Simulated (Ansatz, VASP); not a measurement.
# One calculation of Re, two programs

The input INCAR:

```
PREC = Accurate ; ENCUT = 520
EDIFF = 1E-6 ; ISMEAR = -1
SIGMA = 0.05 ; LREAL = F
LASPH = T ; NELM = 60
ALGO = Normal ; ISIF = 2
LWAVE = F ; LCHARG = F
GGA = PE ; NBANDS = 14
```

File KPOINTS:

```
Automatic mesh
0
Gamma
  14 14 8
```

File POSCAR:

```
Re
1.0
    2.5248140402      0.0000000000      0.0000000000
   -1.2624070201      2.1865530986      0.0000000000
    0.0000000000      0.0000000000      4.1620000000
Re
2
Direct
    0.3333333333      0.6666666667      0.2500000000
    0.6666666667      0.3333333333      0.7500000000
```

Input for Ansatz:

```yaml
crystal:
  lattice:
    - [2.5248140402, 0.0, 0.0]
    - [-1.2624070201, 2.1865530986, 0.0]
    - [0.0, 0.0, 4.162]
  atoms:
    - { symbol: Re, position: [0.3333333333, 0.6666666667, 0.25] }
    - { symbol: Re, position: [0.6666666667, 0.3333333333, 0.75] }
kpoints:
  mp_grid: { grid: [14, 14, 8] }
  band_path:
    path:
      - [0.0, 0.0, 0.0]
      - [0.5, 0.0, 0.0]
      - [0.3333333333, 0.3333333333, 0.0]
      - [0.0, 0.0, 0.0]
      - [0.0, 0.0, 0.5]
      - [0.5, 0.0, 0.5]
      - [0.3333333333, 0.3333333333, 0.5]
      - [0.0, 0.0, 0.5]
      - [0.5, 0.0, 0.5]
    npoints: 5
scf:
  occupations: { method: fermi_dirac, width: 0.05 }
hamiltonian:
  xc: pbe
  pseudopotentials: { kind: all_electron, lapw: { basis_error: 0.00025 } }
output:
  forces: true
  stress: true
  eigenvalues: true
```

Change from the starting cell: equal xx and yy strain of -3 %.

Alike in both runs: task single point; functional PBE; k mesh 14 × 14 × 8; occupations fermi-dirac, width 0.05 eV; no spin polarisation.

```csv
,VASP,Ansatz
version,VASP 6.6.1,Ansatz 0.2.0
potentials or method,"VASP PAW PBE potentials, release 64 (Re), cutoff 520 eV","all-electron LAPW, scalar-relativistic"
```

VASP gave:

- pressure (GPa): 173.7
- traceless stress, the component that is largest in VASP (GPa): -14.31

Question: Estimate Ansatz's values.

Answer: Pressure (GPa): 168.9; traceless stress, the component that is largest in VASP (GPa): -14.55.

Both programs put the cell under a high pressure, so it lies far from rest at this level. Ansatz ran all-electron here, and VASP with PAW potentials.

Spin-orbit coupling is off throughout. Noted on VASP's run: the cell as given lies far from equilibrium.
